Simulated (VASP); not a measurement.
# MgB2Te4 (Immm) in VASP: notebook

Runs on MgB2Te4. Level: PBE. Tasks: single point.

Everything below comes from runs of VASP 6.6.1. Logs are shortened: lines on timing, memory, paths and dates and some standing lists are left out, and cuts for length are marked.

**1. The cell of the first run**

The structure is orthorhombic, space group Immm (No. 71). The conventional cell has a = 6.259 Å, b = 8.195 Å, c = 8.238 Å, α = 90.00°, β = 90.00°, γ = 90.00°. Mg (site symmetry mmm) has 6 Te at 2.69 to 3.41 Å within 3.5 Å. Within 2.1 Å of B (site symmetry m2m) lie 3 Te at 1.59 to 1.83 Å. Within 2.1 Å of Te (site symmetry m2m) lie 1 B at 1.59 Å. Te (site symmetry mm2) has 2 B at 1.83 Å within 2.4 Å.

The cell was generated, and may not be a known phase.

**2. Single point, PBE**

File INCAR:

```
PREC = Accurate
ENCUT = 520
EDIFF = 1E-6
ISMEAR = 0
SIGMA = 0.1
LREAL = False
LASPH = True
NELM = 80
ALGO = Fast
ISIF = 2
LWAVE = False
LCHARG = False
GGA = PE
NBANDS = 25
```

File KPOINTS:

```
Automatic mesh
0
Gamma
  4 4 4
```

File POSCAR:

```
MgB2Te4
1.0
   -3.1295649700      4.0974540000      4.1189507600
    3.1295649700     -4.0974540000      4.1189507600
    3.1295649700      4.0974540000     -4.1189507600
Mg B Te
1 2 4
Direct
    0.5000000000      0.0000000000      0.5000000000
    0.1405663000      0.5000000000      0.6405663000
    0.8594337000      0.5000000000      0.3594337000
    0.3341110300      0.5000000000      0.8341110300
    0.6658889700      0.5000000000      0.1658889700
    0.8267397200      0.3267397200      0.5000000000
    0.1732602800      0.6732602800      0.5000000000
```

Potentials or basis: VASP PAW PBE potentials, release 64 (Mg, B, Te).

Run with:

```
cat potpaw_PBE.64/Mg/POTCAR potpaw_PBE.64/B/POTCAR potpaw_PBE.64/Te/POTCAR > POTCAR
mpirun -np 1 vasp_std > vasp.out
```

OUTCAR:

```text
PREC = Accurate
   ENCUT = 520
   EDIFF = 1E-6
   ISMEAR = 0
   LREAL = False
   LASPH = True
   NELM = 80
   ISIF = 2
   GGA = PE

 ion  position               nearest neighbor table
   1  0.500  0.000  0.500-   6 2.69   7 2.69   5 3.41   4 3.41   5 3.41   4 3.41
   2  0.141  0.500  0.641-   4 1.59   6 1.83   7 1.83
   3  0.859  0.500  0.359-   5 1.59   6 1.83   7 1.83
   4  0.334  0.500  0.834-   2 1.59   5 2.72   6 3.09   7 3.09   1 3.41   1 3.41
   5  0.666  0.500  0.166-   3 1.59   4 2.72   7 3.09   6 3.09   1 3.41   1 3.41
   6  0.827  0.327  0.500-   2 1.83   3 1.83   1 2.69   7 2.85   4 3.09   5 3.09
   7  0.173  0.673  0.500-   2 1.83   3 1.83   1 2.69   6 2.85   5 3.09   4 3.09

  LATTYP: Found a body centered orthorhombic cell.
 ALAT       =     6.2591299400
 B/A-ratio  =     1.3092727070
 C/A-ratio  =     1.3161416361

  Lattice vectors:

 A1 = (  -3.1295649700,   4.0974540000,   4.1189507600)
 A2 = (   3.1295649700,  -4.0974540000,   4.1189507600)
 A3 = (   3.1295649700,   4.0974540000,  -4.1189507600)

Analysis of symmetry for initial positions (statically):
=====================================================================
 Subroutine PRICEL returns:
 Original cell was already a primitive cell.

 Routine SETGRP: Setting up the symmetry group for a
 body centered orthorhombic supercell.

 Subroutine GETGRP returns: Found  8 space group operations
 (whereof  8 operations were pure point group operations)
 out of a pool of  8 trial point group operations.

The static configuration has the point symmetry D_2h.

Analysis of symmetry for dynamics (positions and initial velocities):
=====================================================================
 Subroutine PRICEL returns:
 Original cell was already a primitive cell.

 Routine SETGRP: Setting up the symmetry group for a
 body centered orthorhombic supercell.

 Subroutine GETGRP returns: Found  8 space group operations
 (whereof  8 operations were pure point group operations)
 out of a pool of  8 trial point group operations.

The dynamic configuration has the point symmetry D_2h.

 Subroutine INISYM returns: Found  8 space group operations
 (whereof  8 operations are pure point group operations),
 and found     1 'primitive' translations

----------------------------------------------------------------------------------------

                                     Primitive cell

  volume of cell :     211.2733

  direct lattice vectors                    reciprocal lattice vectors
    -3.129564970  4.097454000  4.118950760     0.000000000  0.122026995  0.121390138
     3.129564970 -4.097454000  4.118950760     0.159766614  0.000000000  0.121390138
     3.129564970  4.097454000 -4.118950760     0.159766614  0.122026995  0.000000000

  length of vectors
     6.599171277  6.599171277  6.599171277     0.172122495  0.200651281  0.201037207

  position of ions in fractional coordinates (direct lattice)
     0.500000000  0.000000000  0.500000000
     0.140566300  0.500000000  0.640566300
     0.859433700  0.500000000  0.359433700
     0.334111030  0.500000000  0.834111030
     0.665888970  0.500000000  0.165888970
     0.826739720  0.326739720  0.500000000
     0.173260280  0.673260280  0.500000000

  ion indices of the primitive-cell ions
   primitive index   ion index
                 1           1
                 2           2
                 3           3
                 4           4
                 5           5
                 6           6
                 7           7

----------------------------------------------------------------------------------------

 KPOINTS: Automatic mesh

Automatic generation of k-mesh.
 Grid dimensions read from file:
 generate k-points for:    4    4    4

 Generating k-lattice:

  Cartesian coordinates                     Fractional coordinates (reciprocal lattice)
     0.000000000  0.030506749  0.030347534     0.250000000  0.000000000  0.000000000
     0.039941654  0.000000000  0.030347534     0.000000000  0.250000000 -0.000000000
     0.039941654  0.030506749  0.000000000     0.000000000 -0.000000000  0.250000000

  Length of vectors
     0.043030624  0.050162820  0.050259302

  Shift w.r.t. Gamma in fractional coordinates (k-lattice)
     0.000000000  0.000000000  0.000000000

 Subroutine IBZKPT returns following result:
 ===========================================

 Found     18 irreducible k-points:

 Following reciprocal coordinates:
            Coordinates               Weight
  0.000000  0.000000  0.000000      1.000000
  0.250000  0.000000  0.000000      4.000000
  0.500000  0.000000  0.000000      2.000000
  0.000000  0.250000 -0.000000      4.000000
  0.250000  0.250000 -0.000000      8.000000
  0.500000  0.250000  0.000000      8.000000
[... 10 lines left out ...]
 -0.250000 -0.250000  0.250000      2.000000
  0.500000  0.500000  0.500000      1.000000
   k-points           NKPTS =     18   k-points in BZ     NKDIM =     18   number of bands    NBANDS=     25
   number of dos      NEDOS =    301   number of ions     NIONS =      7
   total plane-waves  NPLWV = 125000
   dimension x,y,z NGX =    50 NGY =   50 NGZ =   50
   dimension x,y,z NGXF=   100 NGYF=  100 NGZF=  100
   ions per type =               1   2   4
   NGX,Y,Z   is equivalent  to a cutoff of  12.60, 12.60, 12.60 a.u.
   NGXF,Y,Z  is equivalent  to a cutoff of  25.19, 25.19, 25.19 a.u.
 SYSTEM =  unknown system
   PREC   = accura    normal or accurate (medium, high low for compatibility)
   ISTART =      0    job   : 0-new  1-cont  2-samecut
   ICHARG =      2    charge: 1-file 2-atom 10-const
   ISPIN  =      1    spin polarized calculation?
   LNONCOLLINEAR =      F non collinear calculations
   LSORBIT =      F    spin-orbit coupling
   LASPH  =      T    aspherical Exc in radial PAW
   ENCUT  =  520.0 eV  38.22 Ry    6.18 a.u.  12.27 12.27 12.27*2*pi/ulx,y,z
   NELM   =     80;   NELMIN=  2; NELMDL= -5     # of ELM steps
   EDIFF  = 0.1E-05   stopping-criterion for ELM
   LREAL  =      F    real-space projection
   EDIFFG = 0.1E-04   stopping-criterion for IOM
   NSW    =      0    number of steps for IOM
   IBRION =     -1    ionic relax: 0-MD 1-quasi-New 2-CG
   NFREE  =      0    steps in history (QN), initial steepest desc. (CG)
   ISIF   =      2    stress and relaxation
   ISYM   =      2    0-nonsym 1-usesym 2-fastsym
   POTIM  = 0.5000    time-step for ionic-motion
   TEBEG  =    0.0;   TEEND  =   0.0 temperature during run
   PSTRESS=    0.0 pullay stress
   NELECT =      32.0000    total number of electrons
   NUPDOWN=      -1.0000    fix difference up-down
   EMIN   =  10.00;   EMAX   =-10.00  energy-range for DOS
   EFERMI =   0.00;   METHOD = LEGACY
   ISMEAR =     0;   SIGMA  =   0.10  broadening in eV -4-tet -1-fermi 0-gaus
   EFERMI_NEDOS =   21; number of points for ismear=-14 and -15
   IALGO  =     68    algorithm
   IMIX   =      4    mixing-type and parameters
     AMIX     =   0.40;   BMIX     =  1.00
     AMIX_MAG =   1.60;   BMIX_MAG =  1.00
  volume/ion in A,a.u.               =      30.18       203.68
  Fermi-wavevector in a.u.,A,eV,Ry     =   0.872656  1.649081 10.361233  0.761529
  Thomas-Fermi vector in A             =   1.991937
   LORBIT       =      0    0 simple, 1 ext, 2 COOP (PROOUT), +10 PAW based schemes
   GGA     = PE    functional components
   LHFCALC =     F    Hartree Fock is set to
   AEXX    =    0.0000 exact exchange contribution
   IVDW    =     0    specifies the selected vdW correction
   LEPSILON=     F    determine dielectric tensor
   LRPA    =     F    only Hartree local field effects (RPA)
 non-spin polarized calculation
 RMM-DIIS sequential band-by-band and
 Gauss-broadening in eV      SIGMA  =   0.10
  energy-cutoff  :      520.00
  volume of cell :      211.27
 maximum number of plane-waves:      5730
 NGX is ok and might be reduce to    50
   NGX = 25   NGY = 25   NGZ = 25

 number of electron      32.0000000 magnetization

 Free energy of the ion-electron system (eV)
  ---------------------------------------------------
  ext. energy  EPLUGINS =         0.00000000
  ---------------------------------------------------
  free energy    TOTEN  =        -6.59965392 eV

  energy without entropy =       -6.59219699  energy(sigma->0) =       -6.59592545

 E-fermi :   4.2394     XC(G=0):  -7.6899

 val. band max:        4.1945167492   @ k =   0.0000   0.0000   0.0000
 cond. band min:       4.3215060187   @ k =  -0.2500   0.2500  -0.0000
 fundamental gap:      0.1269892695
 Fermi energy:         4.2393816919

 k-point     1 :       0.0000    0.0000    0.0000
  band No.  band energies     occupation
      1     -12.4668      2.00000
      2      -9.1674      2.00000
      3      -8.8077      2.00000
      4      -8.5231      2.00000
      5      -3.5347      2.00000
      6      -2.6816      2.00000
[... 17 lines left out ...]
     24       9.0474      0.00000
     25       9.1140      0.00000

 k-point     2 :       0.2500    0.0000    0.0000
  band No.  band energies     occupation
      1     -12.4385      2.00000
      2      -9.5610      2.00000
      3      -8.5614      2.00000
      4      -8.3096      2.00000
      5      -3.8394      2.00000
      6      -3.1018      2.00000
[... 17 lines left out ...]
     24       9.2189      0.00000
     25       9.6458      0.00000

 k-point     3 :       0.5000    0.0000    0.0000
  band No.  band energies     occupation
      1     -12.4086      2.00000
      2      -9.7728      2.00000
      3      -8.5767      2.00000
      4      -7.9971      2.00000
      5      -4.2949      2.00000
      6      -3.1059      2.00000
[... 384 lines left out ...]
 k-point    17 :      -0.2500   -0.2500    0.2500
  band No.  band energies     occupation
      1     -12.4328      2.00000
      2      -9.2042      2.00000
      3      -8.9159      2.00000
      4      -8.5288      2.00000
      5      -3.0437      2.00000
      6      -2.7604      2.00000
[... 17 lines left out ...]
     24       8.8289      0.00000
     25       8.8598      0.00000

 k-point    18 :       0.5000    0.5000    0.5000
  band No.  band energies     occupation
      1     -12.4048      2.00000
      2      -9.2403      2.00000
      3      -8.9062      2.00000
      4      -8.6100      2.00000
      5      -3.3773      2.00000
      6      -2.5298      2.00000
[... 17 lines left out ...]
     24       8.6267      0.00000
     25       8.6453      0.00000

------------------------ aborting loop because EDIFF is reached ----------------------------------------

  FORCE on cell =-STRESS in cart. coord.  units (eV):
  Direction    XX          YY          ZZ          XY          YZ          ZX
  --------------------------------------------------------------------------------------
  -------------------------------------------------------------------------------------
  Total       -3.6326652    137.8149631     45.4337334      0.0000000      0.0000000      0.0000000
  in kB      -27.5480785   1045.1107267    344.5437348      0.0000000      0.0000000      0.0000000
  external PRESSURE =     454.0354610 kB  Pullay stress =       0.0000000 kB

 VOLUME and BASIS-vectors are now :
 -----------------------------------------------------------------------------
  energy-cutoff  :      520.00
  volume of cell :      211.27
      direct lattice vectors                 reciprocal lattice vectors
    -3.129564970  4.097454000  4.118950760     0.000000000  0.122026995  0.121390138
     3.129564970 -4.097454000  4.118950760     0.159766614  0.000000000  0.121390138
     3.129564970  4.097454000 -4.118950760     0.159766614  0.122026995  0.000000000

 POSITION                                       TOTAL-FORCE (eV/Angst)
 -----------------------------------------------------------------------------------
      0.00000      4.09745      0.00000         0.000000     -0.000000      0.000000
      3.12956      1.15193     -0.00000         0.000000    -13.793126      0.000000
      0.00000      2.94553      4.11895         0.000000     13.793126      0.000000
      3.12956      2.73801      0.00000         0.000000     23.829787      0.000000
      0.00000      1.35944      4.11895         0.000000    -23.829787      0.000000
     -0.00000      4.09745      2.69165         0.000000      0.000000    -13.866888
      3.12956      0.00000      1.42730        -0.000000     -0.000000     13.866888
 -----------------------------------------------------------------------------------
    total drift:                                0.000000     -0.000000     -0.000000

  FREE ENERGIE OF THE ION-ELECTRON SYSTEM (eV)
  ---------------------------------------------------
  free  energy   TOTEN  =        -6.5996539190 eV

  energy  without entropy=       -6.5921969860  energy(sigma->0) =       -6.59592545
```

Run time: 4.1 min. Hardware: 1 thread of Oxide Virtual Turin-like, shared host; peak memory 0.37 GiB.

Results:

| Property | Result |
| --- | --- |
| Free energy | -6.5997 eV |
| Pressure | 45.4 GPa |
| Largest force | 23.830 eV/Å |
| Band gap on the k mesh | zero (bands 16 and 17 overlap by 0.98 eV) |

Forces on the atoms (eV/Å):
```
Mg    0.000   0.000   0.000
B     0.000 -13.793   0.000
B     0.000  13.793   0.000
Te    0.000  23.830   0.000
Te    0.000 -23.830   0.000
Te    0.000   0.000 -13.867
Te    0.000   0.000  13.867
```

Caveat: the stress differs along the axes, from -3 to 105 GPa; spin-orbit coupling is left out, which moves the levels of the heavy elements; forces of over 1 eV/Å act on the atoms, so gaps and moduli don't describe the material at rest.

**3. Single point, PBE**

This run uses another cell than the first one, of 34.11 Å³/atom.

File INCAR:

```
  PREC = Accurate
  ENCUT = 520
  EDIFF = 1E-7
  ISMEAR = 0
  SIGMA = 0.1
  LREAL = F
  LASPH = T
  NELM = 100
  ALGO = Normal
  ISIF = 2
  LWAVE = F
  LCHARG = T
  GGA = PE
  LELF = T
  LVHAR = T
  NBANDS = 25
```

File KPOINTS:

```
regular mesh
0
Gamma
  4 4 4
```

File POSCAR:

```
MgB2Te4
1.0
   -2.2967473079      5.3139278289      4.8916154895
    2.2967473079     -5.3139278289      4.8916154895
    2.2967473079      5.3139278289     -4.8916154895
Mg B Te
1 2 4
Direct
    0.5000000000      0.0000000000      0.5000000000
    0.1315695935      0.5000000000      0.6315695935
    0.8684304065      0.5000000000      0.3684304065
    0.3331859369      0.5000000000      0.8331859369
    0.6668140631      0.5000000000      0.1668140631
    0.8268998337      0.3268998337      0.5000000000
    0.1731001663      0.6731001663      0.5000000000
```

Potentials or basis: VASP PAW PBE potentials, release 64 (Mg, B, Te).

Run with:

```
cat potpaw_PBE.64/Mg/POTCAR potpaw_PBE.64/B/POTCAR potpaw_PBE.64/Te/POTCAR > POTCAR
mpirun -np 1 vasp_std > vasp.out
```

Wall time 5.8 min (1 thread of Oxide Virtual Turin-like, shared host); peak memory 0.44 GiB.

It converged, with:

```
Free energy            : -25.9169 eV
Pressure               : 0.1 GPa
Largest force          : 0.060 eV/Å
Band gap on the k mesh : 0.19 eV (least direct gap 0.38 eV)
```

Forces in eV/Å, atoms in the order of the input:
```
Mg   0.000  0.000  0.000
B    0.000 -0.005  0.000
B    0.000  0.005  0.000
Te   0.000  0.060  0.000
Te   0.000 -0.060  0.000
Te   0.000  0.000 -0.059
Te   0.000  0.000  0.059
```

Stress tensor (GPa, compression positive):
```
-0.03  0.00  0.00
 0.00  0.17  0.00
 0.00  0.00  0.16
```

Levels at points of the mesh, in eV from the valence-band top:
| k point | band 14 | band 15 | band 16 | band 17 | band 18 | band 19 |
| --- | --- | --- | --- | --- | --- | --- |
| (0.00, 0.00, 0.00) | -0.33 | -0.16 | -0.03 | 1.26 | 1.87 | 2.33 |
| (0.50, 0.00, 0.00) | -0.87 | -0.65 | -0.20 | 1.37 | 1.93 | 2.68 |
| (0.00, 0.50, 0.00) | -1.34 | -1.07 | -0.22 | 0.94 | 1.87 | 2.26 |
| (0.50, 0.50, 0.00) | -1.86 | -0.63 | -0.19 | 0.19 | 2.00 | 2.51 |
| (0.50, 0.50, 0.50) | -1.04 | -0.68 | -0.27 | 1.61 | 1.79 | 2.00 |

Caveat: semilocal functionals underestimate gaps, and a narrow one can read as zero; spin-orbit coupling is left out, which moves the levels of the heavy elements.

The gap in the log of VASP goes by the Fermi energy; the results here count the filled bands.